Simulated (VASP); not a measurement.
Runs of VASP 6.6.1 on WC (CsCl type). The structure is that of space group Pm-3m (No. 221), or close to it. The cells are those of the table. 

```tsv
task	potentials or basis	cell	cutoff (eV)	second run	k mesh for the DOS	occupations for the DOS	gap on the mesh (eV)	pressure (GPa)
single point	VASP PAW PBE potentials, release 64 (W_sv, C_h)	a = 2.727 Å, 2 atoms	910	hard_potentials	-	-	none	1.2
single point	VASP PAW PBE potentials, release 64 (W_sv, C)	a = 2.727 Å, 2 atoms	520	-	-	-	none	1.3
single point	VASP PAW PBE potentials, release 64 (W_sv, C)	a = 2.532 Å, 2 atoms	520	-	-	-	none	134.4
single point	VASP PAW PBE potentials, release 64 (W_sv, C)	a = 2.350 Å, 2 atoms	520	-	-	-	none	421.8
single point	VASP PAW PBE potentials, release 64 (W_sv, C)	a = 2.444 Å, 2 atoms	520	-	-	-	none	(a)
single point	VASP PAW PBE potentials, release 64 (W_sv, C)	a = 2.671 Å, 2 atoms	520	-	-	-	none	(b)
```

Alike in all rows: level PBE; no spin polarisation; k mesh 15 × 15 × 15; smearing fermi-dirac 0.08 eV.

Task: Estimate the missing entries.

Result: (a) 245.0; (b) 27.6.

Caveats: spin-orbit coupling is left out, which moves the levels of the heavy elements; the cutoff is under 1.25 times the usual one of these potentials, so pressure, stress and relaxed cells hold a basis-set (Pulay) error (some runs).

A k mesh can miss the band edges, and the runs leave out spin-orbit coupling on W.

A gap of «none» marks levels without a gap at the run's occupations.
